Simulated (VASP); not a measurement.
O, 2 atoms in the cell. The structure is orthorhombic, space group Fmmm (No. 69). Conventional cell: a = 3.182 Å, b = 3.202 Å, c = 7.288 Å, α = 90.00°, β = 90.00°, γ = 90.00°. Within 1.6 Å of O (site symmetry mm2) lie 1 O at 1.18 Å. 

```yaml
Program: VASP 6.6.1
Task: single point
Functional: LDA
Potentials_or_basis: VASP PAW LDA potentials, release 64 (O)
Cutoff: 520 eV
k_mesh: 20 × 20 × 20
Occupations: gaussian, width 0.15 eV
Spin: no spin polarisation
Dipole_correction: no
Further_INCAR_settings: ALGO = Normal; EDIFF = 1e-07; NBANDS = 13
```

Potentials or basis: VASP PAW LDA potentials, release 64 (O).

Launch:

```console
$ cat potpaw_LDA.64/O/POTCAR > POTCAR
$ mpirun -np 1 vasp_std > vasp.out
```

Hardware: 1 thread of Intel(R) Xeon(R) 6975P-C (Granite Rapids), on a shared host.

Question: Estimate the wall time of this run.

Answer: Wall time 2.2 min on 1 thread of Intel(R) Xeon(R) 6975P-C (Granite Rapids), with other jobs on the host, peak memory 0.3 GiB. Counts: scf iterations 13, k points 1166.
